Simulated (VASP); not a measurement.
Input of a VASP 6.6.1 run:

The input INCAR:

```
PREC = Accurate
ENCUT = 520
EDIFF = 1E-7
ISMEAR = -1
SIGMA = 0.1
LREAL = F
LASPH = T
NELM = 80
ALGO = Normal
ISIF = 2
LWAVE = F
LCHARG = T
GGA = RE
LELF = T
LVHAR = T
NBANDS = 8
```

File KPOINTS:

```
regular mesh
0
Gamma
  21 21 21
```

The input POSCAR:

```
C
1.0
   -1.2241872794      1.2241872794      1.2241872794
    1.2241872794     -1.2241872794      1.2241872794
    1.2241872794      1.2241872794     -1.2241872794
C
1
Direct
    0.0000000000      0.0000000000      0.0000000000
```

Potentials or basis: VASP PAW PBE potentials, release 64 (C).

The run is started by

```sh
$ cat potpaw_PBE.64/C/POTCAR > POTCAR
$ mpirun -np 1 vasp_std > vasp.out
```

Task: What does it give for the band gap on the k mesh?

Result: Zero (band 2 reaches 15.62 eV, above the bottom of band 3 at 2.86 eV).

Task: Predict the pressure.

Result: -11.3 GPa.

Caveat: the PAW data sets were made with another functional, which shifts forces and pressure a little.
